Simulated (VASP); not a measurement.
Write the native input for VASP 6.6.1 that does the following.

| Item | Value |
| --- | --- |
| Task | single point |
| Functional | revPBE |
| Dispersion | D3(BJ) |
| Potentials or basis | VASP PAW PBE potentials, release 64 (Ni, O) |
| Cutoff | 520 eV |
| k mesh | 11 × 11 × 11 |
| Occupations | fermi-dirac, width 0.05 eV |
| Spin | collinear spin, ferromagnetic start |
| Starting moments | [1.0, 0.0] μB |
| Dipole correction | no |
| Further INCAR settings | ALGO = Normal; EDIFF = 1e-06; NBANDS = 19 |

The structure of NiO lies in POSCAR:

```
NiO
1.0
    0.0000000000      2.0997719901      2.0997719901
    2.0997719901      0.0000000000      2.0997719901
    2.0997719901      2.0997719901      0.0000000000
Ni O
1 1
Direct
    0.0000000000      0.0000000000      0.0000000000
    0.5000000000      0.5000000000      0.5000000000
```

The input as run:

INCAR

```
SYSTEM = NiO
PREC = Accurate
ENCUT = 520
EDIFF = 1E-6
ISMEAR = -1
SIGMA = 0.05
LREAL = .False.
LASPH = .True.
NELM = 150
ALGO = Normal
ISIF = 2
LWAVE = .False.
LCHARG = .False.
ISPIN = 2
MAGMOM = 1 0
LORBIT = 11
LMAXMIX = 4
GGA = RE
IVDW = 12
NBANDS = 19
```

KPOINTS

```
regular mesh
0
Gamma
  11 11 11
  0 0 0
```

Potentials or basis: VASP PAW PBE potentials, release 64 (Ni, O).

Run with:

```console
$ cat potpaw_PBE.64/Ni/POTCAR potpaw_PBE.64/O/POTCAR > POTCAR
$ mpirun -np 1 vasp_std > vasp.out
```

Results of the run:

```
Pressure                                              : -0.3 GPa
Net moment                                            : 1.82 μB per cell
Site moments                                          : Ni +1.49; O +0.28 μB
Valence electrons inside the program's atomic spheres : Ni 8.94; O 4.99
Dispersion energy per atom                            : -0.516 eV
```

Caveat: the PAW data sets were made with another functional, which shifts forces and pressure a little; a cell with one magnetic atom can't hold antiferromagnetic order, which such compounds often take; pairwise dispersion overbinds metals, which lowers pressure and volume.

It took 18 s on 1 thread of Intel(R) Xeon(R) 6975P-C (Granite Rapids) (shared host), peak memory 0.18 GiB.
